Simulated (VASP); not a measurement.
Write the native input for VASP 6.6.1 that does the following.

```yaml
Task: single point
Functional: PBE
Dispersion: D3(BJ)
Potentials_or_basis: VASP PAW PBE potentials, release 64 (As)
Cutoff: 400 eV
k_mesh: 9 × 9 × 1
Occupations: gaussian, width 0.05 eV
Spin: no spin polarisation
Dipole_correction: yes
Further_INCAR_settings: ALGO = Normal; EDIFF = 1e-06; NBANDS = 12; NELMDL = -8
```

The structure of As lies in POSCAR:

```
As
1.0
    3.5713375816      0.0000000000      0.0000000000
   -1.7856687908      3.0928690711      0.0000000000
    0.0000000000      0.0000000000     16.8976395127
As
2
Direct
    0.3333333333      0.6666666667      0.3194315696
    0.6666666667      0.3333333333      0.2367194540
```

One way to write it, as run:

INCAR

```
SYSTEM = As
PREC = Accurate ; ENCUT = 400
EDIFF = 1E-6 ; ISMEAR = 0
SIGMA = 0.05 ; LREAL = .False.
LASPH = .True. ; NELM = 120
ALGO = Normal ; ISIF = 2
LWAVE = .False. ; LCHARG = .False.
LDIPOL = .True. ; IDIPOL = 3
DIPOL = 0.5 0.5 0.278 ; GGA = PE
IVDW = 12 ; NBANDS = 12
GGA_COMPAT = .False. ; NELMDL = -8
```

KPOINTS

```
Automatic mesh
0
Gamma
  9 9 1
  0 0 0
```

Potentials or basis: VASP PAW PBE potentials, release 64 (As).

Run with:

```sh
$ cat potpaw_PBE.64/As/POTCAR > POTCAR
$ mpirun -np 1 vasp_std > vasp.out
```

Results of the run:

| Property | Result |
| --- | --- |
| Largest force | 0.092 eV/Å |
| Band gap on the k mesh | 1.55 eV, indirect (least direct gap 2.03 eV) |
| Dispersion energy per atom | -0.212 eV |

Run time: 60 s on 1 thread of AMD EPYC 7R13, on a shared host, peak memory 0.2 GiB.
